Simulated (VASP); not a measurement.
# ZnS (F-43m) in VASP: a series of runs

The runs below take ZnS through single point, with PBE.

Program: VASP 6.6.1. These are calculated values, not measurements. Logs are shortened: lines on timing, memory, paths and dates and some standing lists are left out, and cuts for length are marked.

**The experiment to reproduce.**

From “Electronic, vibrational, and thermodynamic properties of ZnS (zincblende and rocksalt structure)”, 2009, arxiv:0911.5022, for a bulk crystal of ZnS at 19 K: band gap 3.85 eV (direct).

How close the calculation comes is told below.

### Step 1. The cell of the first run

The structure is cubic, space group F-43m (No. 216). The conventional cell has a = 5.404 Å, b = 5.404 Å, c = 5.404 Å, α = 90.00°, β = 90.00°, γ = 90.00°. Zn (site symmetry -43m) has 4 S at 2.34 Å within 3.1 Å. S (site symmetry -43m) has 4 Zn at 2.34 Å within 3.1 Å.

### Step 2. Single point, PBE, collinear spin

Contents of INCAR:

```
SYSTEM = ZnS
PREC     = Accurate       ! precision mode
ENCUT    = 520            ! plane-wave cutoff, eV
EDIFF    = 1E-7           ! SCF threshold, eV
ISMEAR   = -5             ! smearing method
SIGMA    = 0.05           ! smearing width, eV
LREAL    = .False.        ! projectors in reciprocal space
LASPH    = .True.         ! aspherical terms in the spheres
NELM     = 150            ! most SCF steps
ALGO     = Normal         ! electronic algorithm
ISIF     = 2              ! what is computed and relaxed
LWAVE    = .False.        ! write WAVECAR
LCHARG   = .True.         ! write CHGCAR
ISPIN    = 2              ! spin polarisation
MAGMOM   = 0.58 0         ! initial moments
LORBIT   = 11             ! projections on sites
GGA      = PE             ! functional
LELF     = .True.         ! ELF
LVHAR    = .True.       
NBANDS   = 20             ! bands
```

Contents of KPOINTS:

```
regular mesh
0
Gamma
  9 9 9
  0 0 0
```

Contents of POSCAR:

```
ZnS
1.0
    0.0000000000      2.7020000000      2.7020000000
    2.7020000000      0.0000000000      2.7020000000
    2.7020000000      2.7020000000      0.0000000000
Zn S
1 1
Direct
    0.7500000000      0.7500000000      0.7500000000
    0.0000000000      0.0000000000      0.0000000000
```

Potentials or basis: VASP PAW PBE potentials, release 64 (Zn, S).

The run is started by

```sh
cat potpaw_PBE.64/Zn/POTCAR potpaw_PBE.64/S/POTCAR > POTCAR
mpirun -np 1 vasp_std > vasp.out
```

OUTCAR:

```text
SYSTEM = ZnS
   PREC = Accurate
   ENCUT = 520
   EDIFF = 1E-7
   ISMEAR = -5
   LREAL = .False.
   LASPH = .True.
   NELM = 150
   ISIF = 2
   ISPIN = 2
   LORBIT = 11
   GGA = PE

 ion  position               nearest neighbor table
   1  0.750  0.750  0.750-   2 2.34   2 2.34   2 2.34   2 2.34
   2  0.000  0.000  0.000-   1 2.34   1 2.34   1 2.34   1 2.34

  LATTYP: Found a face centered cubic cell.
 ALAT       =     5.4040000000

  Lattice vectors:

 A1 = (   0.0000000000,   2.7020000000,   2.7020000000)
 A2 = (   2.7020000000,   0.0000000000,   2.7020000000)
 A3 = (   2.7020000000,   2.7020000000,   0.0000000000)

Analysis of symmetry for initial positions (statically):
=====================================================================
 Subroutine PRICEL returns:
 Original cell was already a primitive cell.

 Routine SETGRP: Setting up the symmetry group for a
 face centered cubic supercell.

 Subroutine GETGRP returns: Found 24 space group operations
 (whereof 24 operations were pure point group operations)
 out of a pool of 48 trial point group operations.

The static configuration has the point symmetry T_d .

Analysis of symmetry for dynamics (positions and initial velocities):
=====================================================================
 Subroutine PRICEL returns:
 Original cell was already a primitive cell.

 Routine SETGRP: Setting up the symmetry group for a
 face centered cubic supercell.

 Subroutine GETGRP returns: Found 24 space group operations
 (whereof 24 operations were pure point group operations)
 out of a pool of 48 trial point group operations.

The dynamic configuration has the point symmetry T_d .

Analysis of structural, dynamic, and magnetic symmetry:
=====================================================================
 Subroutine PRICEL returns:
 Original cell was already a primitive cell.

 Routine SETGRP: Setting up the symmetry group for a
 face centered cubic supercell.

 Subroutine GETGRP returns: Found 24 space group operations
 (whereof 24 operations were pure point group operations)
 out of a pool of 48 trial point group operations.

The overall configuration has the point symmetry T_d .

 Subroutine INISYM returns: Found 24 space group operations
 (whereof 24 operations are pure point group operations),
 and found     1 'primitive' translations

----------------------------------------------------------------------------------------

                                     Primitive cell

  volume of cell :      39.4535

  direct lattice vectors                    reciprocal lattice vectors
     0.000000000  2.702000000  2.702000000    -0.185048113  0.185048113  0.185048113
     2.702000000  0.000000000  2.702000000     0.185048113 -0.185048113  0.185048113
     2.702000000  2.702000000  0.000000000     0.185048113  0.185048113 -0.185048113

  length of vectors
     3.821205046  3.821205046  3.821205046     0.320512733  0.320512733  0.320512733

  position of ions in fractional coordinates (direct lattice)
     0.750000000  0.750000000  0.750000000
     0.000000000  0.000000000  0.000000000

  ion indices of the primitive-cell ions
   primitive index   ion index
                 1           1
                 2           2

----------------------------------------------------------------------------------------

 KPOINTS: regular mesh

Automatic generation of k-mesh.
 Grid dimensions read from file:
 generate k-points for:    9    9    9

 Generating k-lattice:

  Cartesian coordinates                     Fractional coordinates (reciprocal lattice)
    -0.020560901  0.020560901  0.020560901     0.111111111  0.000000000  0.000000000
     0.020560901 -0.020560901  0.020560901     0.000000000  0.111111111  0.000000000
     0.020560901  0.020560901 -0.020560901     0.000000000  0.000000000  0.111111111

  Length of vectors
     0.035612526  0.035612526  0.035612526

  Shift w.r.t. Gamma in fractional coordinates (k-lattice)
     0.000000000  0.000000000  0.000000000

 TETIRR: Found    115 inequivalent tetrahedra from     4374

 Subroutine IBZKPT returns following result:
 ===========================================

 Found     35 irreducible k-points:

 Following reciprocal coordinates:
            Coordinates               Weight
  0.000000  0.000000  0.000000      1.000000
  0.111111  0.000000  0.000000      8.000000
  0.222222  0.000000  0.000000      8.000000
  0.333333  0.000000  0.000000      8.000000
  0.444444  0.000000  0.000000      8.000000
  0.111111  0.111111  0.000000      6.000000
[... 16 lines left out ...]
 -0.333333  0.333333  0.000000     12.000000
  0.444444  0.444444  0.000000      6.000000
 [... further k-points ...]
   k-points           NKPTS =     35   k-points in BZ     NKDIM =     35   number of bands    NBANDS=     20
   number of dos      NEDOS =    301   number of ions     NIONS =      2
   total plane-waves  NPLWV =  21952
   dimension x,y,z NGX =    28 NGY =   28 NGZ =   28
   dimension x,y,z NGXF=    56 NGYF=   56 NGZF=   56
   ions per type =               1   1
   NGX,Y,Z   is equivalent  to a cutoff of  12.18, 12.18, 12.18 a.u.
   NGXF,Y,Z  is equivalent  to a cutoff of  24.36, 24.36, 24.36 a.u.
 SYSTEM =  ZnS
   PREC   = accura    normal or accurate (medium, high low for compatibility)
   ISTART =      0    job   : 0-new  1-cont  2-samecut
   ICHARG =      2    charge: 1-file 2-atom 10-const
   ISPIN  =      2    spin polarized calculation?
   LNONCOLLINEAR =      F non collinear calculations
   LSORBIT =      F    spin-orbit coupling
   LASPH  =      T    aspherical Exc in radial PAW
   ENCUT  =  520.0 eV  38.22 Ry    6.18 a.u.   7.10  7.10  7.10*2*pi/ulx,y,z
   NELM   =    150;   NELMIN=  2; NELMDL= -5     # of ELM steps
   EDIFF  = 0.1E-06   stopping-criterion for ELM
   LREAL  =      F    real-space projection
   EDIFFG = 0.1E-05   stopping-criterion for IOM
   NSW    =      0    number of steps for IOM
   IBRION =     -1    ionic relax: 0-MD 1-quasi-New 2-CG
   NFREE  =      0    steps in history (QN), initial steepest desc. (CG)
   ISIF   =      2    stress and relaxation
   ISYM   =      2    0-nonsym 1-usesym 2-fastsym
   POTIM  = 0.5000    time-step for ionic-motion
   TEBEG  =    0.0;   TEEND  =   0.0 temperature during run
   PSTRESS=    0.0 pullay stress
   NELECT =      18.0000    total number of electrons
   NUPDOWN=      -1.0000    fix difference up-down
   EMIN   =  10.00;   EMAX   =-10.00  energy-range for DOS
   EFERMI =   0.00;   METHOD = LEGACY
   ISMEAR =    -5;   SIGMA  =   0.05  broadening in eV -4-tet -1-fermi 0-gaus
   EFERMI_NEDOS =   21; number of points for ismear=-14 and -15
   IALGO  =     38    algorithm
   IMIX   =      4    mixing-type and parameters
     AMIX     =   0.40;   BMIX     =  1.00
     AMIX_MAG =   1.60;   BMIX_MAG =  1.00
  volume/ion in A,a.u.               =      19.73       133.12
  Fermi-wavevector in a.u.,A,eV,Ry     =   1.260290  2.381602 21.610537  1.588330
  Thomas-Fermi vector in A             =   2.393807
   LORBIT       =     11    0 simple, 1 ext, 2 COOP (PROOUT), +10 PAW based schemes
   GGA     = PE    functional components
   LHFCALC =     F    Hartree Fock is set to
   AEXX    =    0.0000 exact exchange contribution
   IVDW    =     0    specifies the selected vdW correction
   LEPSILON=     F    determine dielectric tensor
   LRPA    =     F    only Hartree local field effects (RPA)
 spin polarized calculation
 Fermi weights with tetrahedron method with Bloechl corrections
  energy-cutoff  :      520.00
  volume of cell :       39.45
 maximum number of plane-waves:      1073
   NGX = 15   NGY = 15   NGZ = 15

 number of electron      18.0000000 magnetization      -0.0000166

 number of electron      18.0000000 magnetization       0.0000001

 Free energy of the ion-electron system (eV)
  ---------------------------------------------------
  ext. energy  EPLUGINS =         0.00000000
  ---------------------------------------------------
  free energy    TOTEN  =        -6.84725772 eV

  energy without entropy =       -6.84725772  energy(sigma->0) =       -6.84725772

 E-fermi :   2.1895     XC(G=0):  -9.6300

 val. band max:        2.1064946850   @ k =   0.0000   0.0000   0.0000
 cond. band min:       4.2212100286   @ k =   0.0000   0.0000   0.0000
 fundamental gap:      2.1147153436
 Fermi energy:         2.1895265612

 spin component 1

 k-point     1 :       0.0000    0.0000    0.0000
  band No.  band energies     occupation
      1     -11.0337      1.00000
      2      -4.2319      1.00000
      3      -4.2319      1.00000
      4      -4.2319      1.00000
      5      -3.7337      1.00000
      6      -3.7337      1.00000
[... 12 lines left out ...]
     19      16.6846      0.00000
     20      19.7555      0.00000

 k-point     2 :       0.1111    0.0000    0.0000
  band No.  band energies     occupation
      1     -10.9409      1.00000
      2      -4.2316      1.00000
      3      -4.2151      1.00000
      4      -4.2151      1.00000
      5      -3.7351      1.00000
      6      -3.7351      1.00000
[... 12 lines left out ...]
     19      17.7384      0.00000
     20      21.0349      0.00000
[... 465 lines left out ...]
      3      -3.9896      1.00000
      4      -3.7921      1.00000
      5      -3.7186      1.00000
      6      -3.4548      1.00000
[... 12 lines left out ...]
     19      20.3991      0.00000
     20      21.1759      0.00000

 k-point    24 :       0.4444    0.4444    0.0000
  band No.  band energies     occupation
      1      -9.8398      1.00000
      2      -4.2617      1.00000
      3      -3.9029      1.00000
      4      -3.9029      1.00000
      5      -3.6605      1.00000
      6      -3.5768      1.00000
[... 12 lines left out ...]
     19      21.4434      0.00000
     20      22.5282      0.00000

 [... further k-points ...]

 spin component 2

 k-point     1 :       0.0000    0.0000    0.0000
  band No.  band energies     occupation
      1     -11.0337      1.00000
      2      -4.2319      1.00000
      3      -4.2319      1.00000
      4      -4.2319      1.00000
      5      -3.7337      1.00000
      6      -3.7337      1.00000
[... 12 lines left out ...]
     19      16.6846      0.00000
     20      19.7555      0.00000

 k-point     2 :       0.1111    0.0000    0.0000
  band No.  band energies     occupation
      1     -10.9409      1.00000
      2      -4.2316      1.00000
      3      -4.2151      1.00000
      4      -4.2151      1.00000
      5      -3.7351      1.00000
      6      -3.7351      1.00000
[... 12 lines left out ...]
     19      17.7384      0.00000
     20      21.0349      0.00000
[... 465 lines left out ...]
      3      -3.9896      1.00000
      4      -3.7921      1.00000
      5      -3.7186      1.00000
      6      -3.4548      1.00000
[... 12 lines left out ...]
     19      20.3991      0.00000
     20      21.1759      0.00000

 k-point    24 :       0.4444    0.4444    0.0000
  band No.  band energies     occupation
      1      -9.8398      1.00000
      2      -4.2617      1.00000
      3      -3.9029      1.00000
      4      -3.9029      1.00000
      5      -3.6605      1.00000
      6      -3.5768      1.00000
[... 12 lines left out ...]
     19      21.4435      0.00000
     20      22.5282      0.00000

 [... further k-points ...]

------------------------ aborting loop because EDIFF is reached ----------------------------------------

  FORCE on cell =-STRESS in cart. coord.  units (eV):
  Direction    XX          YY          ZZ          XY          YZ          ZX
  --------------------------------------------------------------------------------------
  -------------------------------------------------------------------------------------
  Total        0.4327178      0.4327178      0.4327178      0.0000000     -0.0000000      0.0000000
  in kB       17.5723276     17.5723276     17.5723276      0.0000000     -0.0000000      0.0000000
  external PRESSURE =      17.5723276 kB  Pullay stress =       0.0000000 kB

 VOLUME and BASIS-vectors are now :
 -----------------------------------------------------------------------------
  energy-cutoff  :      520.00
  volume of cell :       39.45
      direct lattice vectors                 reciprocal lattice vectors
     0.000000000  2.702000000  2.702000000    -0.185048113  0.185048113  0.185048113
     2.702000000  0.000000000  2.702000000     0.185048113 -0.185048113  0.185048113
     2.702000000  2.702000000  0.000000000     0.185048113  0.185048113 -0.185048113

 POSITION                                       TOTAL-FORCE (eV/Angst)
 -----------------------------------------------------------------------------------
      4.05300      4.05300      4.05300         0.000000      0.000000      0.000000
      0.00000      0.00000      0.00000        -0.000000     -0.000000     -0.000000
 -----------------------------------------------------------------------------------
    total drift:                                0.000001      0.000001      0.000001

  FREE ENERGIE OF THE ION-ELECTRON SYSTEM (eV)
  ---------------------------------------------------
  free  energy   TOTEN  =        -6.8472577208 eV

  energy  without entropy=       -6.8472577208  energy(sigma->0) =       -6.84725772

 total charge

# of ion       s       p       d       tot
------------------------------------------
    1        0.520   0.476   9.800  10.796
    2        1.315   2.437   0.000   3.752
--------------------------------------------------
tot          1.834   2.913   9.800  14.548

 magnetization (x)

# of ion       s       p       d       tot
------------------------------------------
    1       -0.000  -0.000   0.000  -0.000
    2       -0.000   0.000   0.000  -0.000
--------------------------------------------------
tot         -0.000  -0.000   0.000  -0.000
```

It took 1.7 min on 1 thread of Intel Xeon 8259CL, shared host; peak memory 0.2 GiB.

What came out:

```
Free energy                                           : -6.8473 eV
Pressure                                              : 1.8 GPa
Band gap on the k mesh                                : 2.11 eV
Net moment                                            : 0.00 μB per cell
Valence electrons inside the program's atomic spheres : Zn 10.80; S 3.75
```

Levels at points of the mesh, in eV from the valence-band top:
Spin up:
```tsv
k point	band 5	band 6	band 7	band 8	band 9	band 10	band 11	band 12	band 13	band 14
(0.00, 0.00, 0.00)	-5.84	-5.84	0.00	0.00	0.00	2.11	6.40	6.40	6.40	11.76
```
Spin down:
| k point | band 6 | band 7 | band 8 | band 9 | band 10 | band 11 | band 12 | band 13 |
| --- | --- | --- | --- | --- | --- | --- | --- | --- |
| (0.00, 0.00, 0.00) | -5.84 | 0.00 | 0.00 | 0.00 | 2.11 | 6.40 | 6.40 | 6.40 |

### Step 3. Single point, PBE, collinear spin

This run uses another cell than the first one, of 20.12 Å³/atom.

Contents of INCAR:

```
PREC = Accurate ; ENCUT = 520
EDIFF = 1E-7 ; ISMEAR = -5
SIGMA = 0.05 ; LREAL = F
LASPH = T ; NELM = 150
ALGO = Normal ; ISIF = 2
LWAVE = F ; LCHARG = T
ISPIN = 2 ; MAGMOM = 0.58 0
LORBIT = 11 ; GGA = PE
LELF = T ; LVHAR = T
NBANDS = 20
```

Contents of KPOINTS:

```
Automatic mesh
0
Gamma
  9 9 9
```

Contents of POSCAR:

```
ZnS
1.0
    0.0000000000      2.7198945612      2.7198945612
    2.7198945612      0.0000000000      2.7198945612
    2.7198945612      2.7198945612      0.0000000000
Zn S
1 1
Direct
    0.7500000000      0.7500000000      0.7500000000
    0.0000000000      0.0000000000      0.0000000000
```

Potentials or basis: VASP PAW PBE potentials, release 64 (Zn, S).

The run is started by

```sh
cat potpaw_PBE.64/Zn/POTCAR potpaw_PBE.64/S/POTCAR > POTCAR
mpirun -np 1 vasp_std > vasp.out
```

Wall time 2.4 min (1 thread of Intel Xeon 8259CL, shared host); peak memory 0.21 GiB.

Results (log left out):

```
Free energy                                           : -6.8524 eV
Pressure                                              : 0.3 GPa
Band gap on the k mesh                                : 2.03 eV
Net moment                                            : 0.00 μB per cell
Valence electrons inside the program's atomic spheres : Zn 10.77; S 3.74
```

Levels at points of the mesh, in eV from the valence-band top:
Spin up:
```
           k point  band 6  band 7  band 8  band 9  band 10  band 11  band 12  band 13
(0.00, 0.00, 0.00)   -5.79    0.00    0.00    0.00     2.03     6.41     6.41     6.41
```
Spin down:
```tsv
k point	band 5	band 6	band 7	band 8	band 9	band 10	band 11	band 12	band 13	band 14
(0.00, 0.00, 0.00)	-5.79	-5.79	0.00	0.00	0.00	2.03	6.41	6.41	6.41	11.74
```

(Part 1 of 2 ends here.)
